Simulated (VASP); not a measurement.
Write the native input for VASP 6.6.1 that does the following.

```yaml
Task: single point
Functional: PBEsol
Potentials_or_basis: VASP PAW PBE potentials, release 64 (Cd, S)
Cutoff: 500 eV
k_mesh: 2 × 2 × 2
Occupations: fermi-dirac, width 0.05 eV
Spin: no spin polarisation
Dipole_correction: no
Further_INCAR_settings: ALGO = Normal; EDIFF = 1e-06; NBANDS = 16
```

The structure of CdS lies in POSCAR:

```
CdS
1.0
    3.8936750000      0.0000000000      0.0000000000
    1.9468375000      3.3720214641      0.0000000000
    1.9468375000      1.1240071547      3.1791723247
Cd S
1 1
Direct
    0.0000000000      0.0000000000      0.0000000000
    0.5000000000      0.5000000000      0.5000000000
```

One way to write it, as run:

INCAR

```
SYSTEM = CdS
PREC = Accurate
ENCUT = 500
EDIFF = 1E-6
ISMEAR = -1
SIGMA = 0.05
LREAL = .False.
LASPH = .True.
NELM = 120
ALGO = Normal
ISIF = 2
LWAVE = .False.
LCHARG = .True.
GGA = PS
LELF = .True.
LVHAR = .True.
NBANDS = 16
GGA_COMPAT = .False.
```

KPOINTS

```
regular mesh
0
Gamma
  2 2 2
  0 0 0
```

Potentials or basis: VASP PAW PBE potentials, release 64 (Cd, S).

Launch:

```console
$ cat potpaw_PBE.64/Cd/POTCAR potpaw_PBE.64/S/POTCAR > POTCAR
$ mpirun -np 1 vasp_std > vasp.out
```

Results of the run:

```json
{
 "Pressure": "2.8 GPa"
}
```

Caveat: the k points lie up to 0.99 Å⁻¹ apart; the PAW data sets were made with another functional, which shifts forces and pressure a little.

Wall time 8.6 s on 1 thread of Intel Xeon 8259CL, with other jobs on the host, peak memory 0.15 GiB.
